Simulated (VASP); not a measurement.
# LiSi8O16 (a cell with a defect) in VASP: a series of runs, part 2 of 2

VASP 6.6.1.

## 4. Single point, PBE

Contents of INCAR:

```
SYSTEM = LiSi8O16
ALGO     = Normal         ! electronic algorithm
EDIFF    = 1E-6           ! SCF threshold, eV
ENCUT    = 650            ! plane-wave cutoff, eV
GGA      = PE             ! functional
GGA_COMPAT= .False.      
ISIF     = 2              ! what is computed and relaxed
ISMEAR   = -1             ! smearing method
ISYM     = -1           
LASPH    = .True.         ! aspherical terms in the spheres
LCHARG   = .True.         ! write CHGCAR
LELF     = .True.         ! ELF
LREAL    = Auto         
LVHAR    = .True.       
LWAVE    = .False.        ! write WAVECAR
NBANDS   = 84             ! bands
NELECT   = 130.0        
NELM     = 120            ! most SCF steps
PREC     = Accurate       ! precision mode
SIGMA    = 0.01           ! smearing width, eV
```

Contents of KPOINTS:

```
explicit points
1
Reciprocal
  0.25000000   0.25000000   0.25000000 1
```

Contents of POSCAR:

```
LiSi8O16
1.0
    0.0000000000      5.0813926900      7.0944098900
    5.0813926900      0.0000000000      7.0944098900
    5.0813926900      5.0813926900      0.0000000000
Si O Li
8 16 1
Direct
    0.2454245352      0.2543447275      0.4562157862
    0.7475009757      0.7548105859      0.9511034280
    0.0744329429      0.6731682082      0.1225071601
    0.5782453780      0.1704463500      0.6223884584
    0.4155459085      0.8317514901      0.3767827395
    0.9119930740      0.3339426891      0.8784763023
   -0.0016214232     -0.0023113915      0.2925751224
    0.4943128942      0.4970135317      0.7997693390
    0.0509578395      0.2692090292      0.6485078812
    0.5883913882      0.7402637285      0.1702514161
    0.4923908783      0.3259022694      0.7660918626
    0.9912430156      0.8257816841      0.2682664123
    0.3933158046      0.2775457715      0.5043867109
    0.8965962356      0.7787962472      0.9986032869
    0.1966440761      0.8810473907      0.3943000181
    0.6918680542      0.3822720249      0.8993797579
    0.0220469344      0.1463762352      0.0690806419
    0.5335022051      0.6343544776      0.5669264256
    0.3819376524      0.0360049314      0.3835426474
    0.8861400989      0.5365453896      0.8761828599
    0.2830001284      0.6398406859      0.9543893794
    0.7856485080      0.1459152305      0.4505127932
    0.1125123857      0.4515914739      0.2758464995
    0.6271803978      0.9481872752      0.7690769735
   -0.1591608651      0.4388761664      0.4325430035
```

Potentials or basis: VASP PAW PBE potentials, release 64 (Si, O, Li_sv).

Command:

```console
> cat potpaw_PBE.64/Si/POTCAR potpaw_PBE.64/O/POTCAR potpaw_PBE.64/Li_sv/POTCAR > POTCAR
> mpirun -np 1 vasp_std > vasp.out
```

OUTCAR:

```text
SYSTEM = LiSi8O16
   EDIFF = 1E-6
   ENCUT = 650
   GGA = PE
   ISIF = 2
   ISMEAR = -1
   ISYM = -1
   LASPH = .True.
   LREAL = Auto
   NELECT = 130.0
   NELM = 120
   PREC = Accurate

 ion  position               nearest neighbor table
   1  0.245  0.254  0.456-  13 1.61  19 1.62   9 1.65  23 1.66  25 2.80   4 3.12   3 3.14
   2  0.748  0.755  0.951-  24 1.62  14 1.62  20 1.63  10 1.64   3 3.11   4 3.11   6 3.13
   3  0.074  0.673  0.123-  14 1.62  21 1.62  12 1.63  23 1.66   2 3.11   7 3.11   8 3.11   1 3.14

   4  0.578  0.170  0.622-  11 1.63  24 1.63  13 1.64  22 1.65   2 3.11   1 3.12   8 3.12   7 3.13

[... 266 lines left out ...]
  Total       -9.2441725    -10.5314541     -9.9905125      0.0481099      0.9160093      0.2541690
  in kB      -40.4265643    -46.0560969    -43.6904545      0.2103941      4.0058868      1.1115305
  external PRESSURE =     -43.3910386 kB  Pullay stress =       0.0000000 kB

 VOLUME and BASIS-vectors are now :
 -----------------------------------------------------------------------------
  energy-cutoff  :      650.00
  volume of cell :      366.36
      direct lattice vectors                 reciprocal lattice vectors
     0.000000000  5.081392690  7.094409890    -0.098398221  0.098398221  0.070478025
     5.081392690  0.000000000  7.094409890     0.098398221 -0.098398221  0.070478025
     5.081392690  5.081392690  0.000000000     0.098398221  0.098398221 -0.070478025

 POSITION                                       TOTAL-FORCE (eV/Angst)
 -----------------------------------------------------------------------------------
      3.61064      3.56531      3.54557        -0.009188      0.003900     -0.011248
      8.66842      8.63128     10.65801        -0.015013     -0.006085     -0.003517
      4.04314      1.00073      5.30379         0.018491     -0.021414      0.005391
      4.02870      6.10089      5.31153         0.013755     -0.017142     -0.007259
      6.14104      4.02613      8.84884        -0.017715      0.047596     -0.005980
      6.16078      9.09808      8.83918        -0.012590     -0.010281     -0.006314
[... 17 lines left out ...]
      8.72609      7.09493     11.17630         0.007737      0.006474      0.006866
      4.42802      6.47055      9.07882         0.051107     -0.044425      0.080016
 -----------------------------------------------------------------------------------
    total drift:                                0.000436     -0.003242     -0.001047

  FREE ENERGIE OF THE ION-ELECTRON SYSTEM (eV)
  ---------------------------------------------------
  free  energy   TOTEN  =      -196.1834296554 eV

  energy  without entropy=     -196.1834296554  energy(sigma->0) =     -196.18342966
```

OSZICAR:

```text
N       E                     dE             d eps       ncg     rms          rms(c)
DAV:   1     0.103743056132E+04    0.10374E+04   -0.73660E+04   168   0.169E+03
DAV:   2    -0.123491530228E+03   -0.11609E+04   -0.11269E+04   220   0.365E+02
DAV:   3    -0.217790454235E+03   -0.94299E+02   -0.93889E+02   208   0.110E+02
DAV:   4    -0.220342718631E+03   -0.25523E+01   -0.25423E+01   240   0.158E+01
DAV:   5    -0.220489296116E+03   -0.14658E+00   -0.14651E+00   272   0.283E+00    0.400E+01
DAV:   6    -0.196127576764E+03    0.24362E+02   -0.10476E+02   192   0.334E+01    0.185E+01
DAV:   7    -0.196160822553E+03   -0.33246E-01   -0.29858E+00   216   0.530E+00    0.703E+00
DAV:   8    -0.196153220055E+03    0.76025E-02   -0.20557E-01   240   0.189E+00    0.267E+00
DAV:   9    -0.196178573207E+03   -0.25353E-01   -0.85408E-02   192   0.127E+00    0.533E-01
DAV:  10    -0.196182348560E+03   -0.37754E-02   -0.52247E-03   264   0.269E-01    0.212E-01
DAV:  11    -0.196183339070E+03   -0.99051E-03   -0.10662E-03   192   0.150E-01    0.333E-02
DAV:  12    -0.196183412947E+03   -0.73877E-04   -0.14885E-04   216   0.599E-02    0.247E-02
DAV:  13    -0.196183424848E+03   -0.11901E-04   -0.18324E-05   200   0.219E-02    0.208E-02
DAV:  14    -0.196183429155E+03   -0.43073E-05   -0.81419E-06   176   0.129E-02    0.522E-03
DAV:  15    -0.196183429655E+03   -0.50029E-06   -0.66158E-07   144   0.523E-03
   1 F= -.19618343E+03 E0= -.19618343E+03  d E =-.633402E-15
```

stdout:

```text
POSCAR found type information on POSCAR SiO Li
 POSCAR found :  3 types and      25 ions
 scaLAPACK will be used
 LDA part: xc-table for (Slater+PW92), standard interpolation
 POSCAR, INCAR and KPOINTS ok, starting setup
 FFT: planning ... GRIDC
 FFT: planning ... GRID_SOFT
 FFT: planning ... GRID
 WAVECAR not read
 entering main loop
 the old and the new charge density differ
 old charge density:   131.00000 new  130.00000
    0.400E+01
```

Wall time 63 s (1 thread of Intel Xeon 6975P-C (Granite Rapids), shared host); peak memory 0.72 GiB.

Results:

```
Free energy   : -196.1834 eV
Largest force : 0.105 eV/Å
```

Forces on the atoms (eV/Å):
```
Si  -0.009  0.004 -0.011
Si  -0.015 -0.006 -0.004
Si   0.018 -0.021  0.005
Si   0.014 -0.017 -0.007
Si  -0.018  0.048 -0.006
Si  -0.013 -0.010 -0.006
Si   0.002  0.026 -0.002
Si   0.000  0.020  0.019
O    0.003 -0.003  0.014
O   -0.008 -0.002  0.029
O   -0.023 -0.004  0.011
O   -0.012 -0.003  0.002
O   -0.002  0.005 -0.012
O   -0.014  0.001 -0.015
O   -0.005 -0.016 -0.017
O   -0.003  0.014  0.002
O    0.001  0.010 -0.009
O   -0.002 -0.002 -0.018
O    0.020 -0.011 -0.009
O    0.022  0.008 -0.029
O    0.004 -0.003 -0.016
O   -0.014 -0.007 -0.010
O   -0.005  0.007  0.002
O    0.008  0.006  0.007
Li   0.051 -0.044  0.080
```

Caveat: the cell carries a net charge on a neutralising background, which shifts energy and pressure; the cell is charged against a uniform background, so pressure and absolute levels hang on convention.
